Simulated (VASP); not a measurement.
Runs of VASP 6.6.1 on GaN. The structure is that of space group I-4m2 (No. 119), or close to it. The cells are those of the table. 

| potentials or basis | cell | cutoff (eV) | gap on the mesh (eV) | pressure (GPa) |
| --- | --- | --- | --- | --- |
| VASP PAW PBE potentials, release 64 (Ga_d, N) | a = 2.996, b = 2.996, c = 3.059 Å, angles 59.3, 59.3, 61.4°, 2 atoms | 520 | 3.08 | 45.4 |
| VASP PAW PBE potentials, release 64 (Ga_d, N) | a = 3.197, b = 3.197, c = 2.932 Å, angles 62.7, 62.7, 54.6°, 2 atoms | 520 | 2.26 | 18.8 |
| VASP PAW PBE potentials, release 64 (Ga_d, N_h) | a = 3.124, b = 3.124, c = 3.187 Å, angles 59.3, 59.3, 61.3°, 2 atoms | 1460 | 2.27 | 8.3 |
| VASP PAW PBE potentials, release 64 (Ga_d, N) | a = 3.129, b = 3.129, c = 2.932 Å, angles 62.1, 62.1, 55.9°, 2 atoms | 520 | (b) | 30.9 |
| VASP PAW PBE potentials, release 64 (Ga_d, N) | a = 3.062, b = 3.062, c = 3.187 Å, angles 58.6, 58.6, 62.7°, 2 atoms | 520 | (a) | 18.6 |

Alike in all rows: task single point; level r2SCAN; no spin polarisation; k mesh 10 × 10 × 10; smearing gaussian 0.05 eV.

Q: Fill in the values left out.

A: (a) 2.44; (b) 2.67.

Caveats: the PAW data sets were made with another functional, which shifts forces and pressure a little; the cell stands under pressure (at least some runs); the stress differs along the axes, from -1 to 29 GPa (at least some runs); the stress differs along the axes, from 18 to 38 GPa (at least some runs); the stress differs along the axes, from 16 to 24 GPa (at least some runs).

A k mesh can miss the band edges, and the runs leave out spin-orbit coupling on Ga.
